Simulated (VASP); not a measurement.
A run of VASP 6.6.1 is set up as follows.

POSCAR

```
Be
1.0
    3.7101776079      0.0000000000      0.0000000000
   -1.8550888040      3.2131080610      0.0000000000
    0.0000000000      0.0000000000      3.9759042882
Be
4
Direct
    0.3333333333      0.6666666667      0.4999966281
    0.6666666667      0.3333333333      0.9999966281
    0.6666666667      0.3333333333      0.5000033719
    0.3333333333      0.6666666667      0.0000033719
```

INCAR.step1

```
PREC = Accurate
ENCUT = 520
ISMEAR = 0
SIGMA = 0.1
LREAL = F
LASPH = T
NELM = 60
NBANDS = 12
GGA = PE
ALGO = Normal
EDIFF = 1E-4
LWAVE = T
LCHARG = F
```

The input INCAR.step2:

```
PREC = Accurate
ENCUT = 520
EDIFF = 1E-6
ISMEAR = 0
SIGMA = 0.1
LREAL = F
LASPH = T
NELM = 60
ALGO = Normal
ISIF = 2
LWAVE = F
LCHARG = F
METAGGA = R2SCAN
LMIXTAU = T
NBANDS = 12
ISTART = 1
```

File KPOINTS:

```
regular mesh
0
Gamma
  9 9 4
```

Potentials or basis: VASP PAW PBE potentials, release 64 (Be).

Run with:

```sh
$ cat potpaw_PBE.64/Be/POTCAR > POTCAR
$ cp INCAR.step1 INCAR
$ mpirun -np 1 vasp_std > vasp.out
$ cp INCAR.step2 INCAR
$ mpirun -np 1 vasp_std > vasp.out
```

Task: Predict the band gap on the k mesh.

Result: Zero (bands 4 and 5 overlap by 4.20 eV).

Task: Predict the pressure.

Result: 0.3 GPa.

Caveat: the k points lie up to 0.40 Å⁻¹ apart, too coarse for converged energies and pressures of a metal; the PAW data sets were made with another functional, which shifts forces and pressure a little.
